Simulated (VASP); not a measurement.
Wanted: the native input for a VASP 6.6.1 run.

* Task: single point
* Functional: LDA
* Potentials or basis: VASP PAW LDA potentials, release 64 (V_sv)
* Cutoff: 520 eV
* k mesh: 18 × 18 × 10
* Occupations: fermi-dirac, width 0.08 eV
* Spin: no spin polarisation
* Dipole correction: no
* Further INCAR settings: ALGO = Normal; EDIFF = 1e-06; NBANDS = 20

The structure of V lies in POSCAR:

```
V
1.0
    2.4294798882      0.0000000000      0.0000000000
   -1.2147399441      2.1039913012      0.0000000000
    0.0000000000      0.0000000000      4.4408393197
V
2
Direct
    0.3333333333      0.6666666667      0.2500000000
    0.6666666667      0.3333333333      0.7500000000
```

This cell differs from its parent crystal: volume scaled by 0.88.

One way to write it, as run:

INCAR

```
  PREC = Accurate
  ENCUT = 520
  EDIFF = 1E-6
  ISMEAR = -1
  SIGMA = 0.08
  LREAL = False
  LASPH = True
  NELM = 60
  ALGO = Normal
  ISIF = 2
  LWAVE = False
  LCHARG = False
  NBANDS = 20
```

KPOINTS

```
regular mesh
0
Gamma
  18 18 10
```

Potentials or basis: VASP PAW LDA potentials, release 64 (V_sv).

Run with:

```bash
$ cat potpaw_LDA.64/V_sv/POTCAR > POTCAR
$ mpirun -np 1 vasp_std > vasp.out
```

Results of the run:

The pressure is 33.0 GPa and the band gap on the k mesh is zero (band 13 reaches 14.23 eV, above the bottom of band 14 at 11.39 eV).

Wall time 78 s on 1 thread of Intel(R) Xeon(R) Platinum 8488C (Sapphire Rapids), on a shared host, peak memory 0.19 GiB.
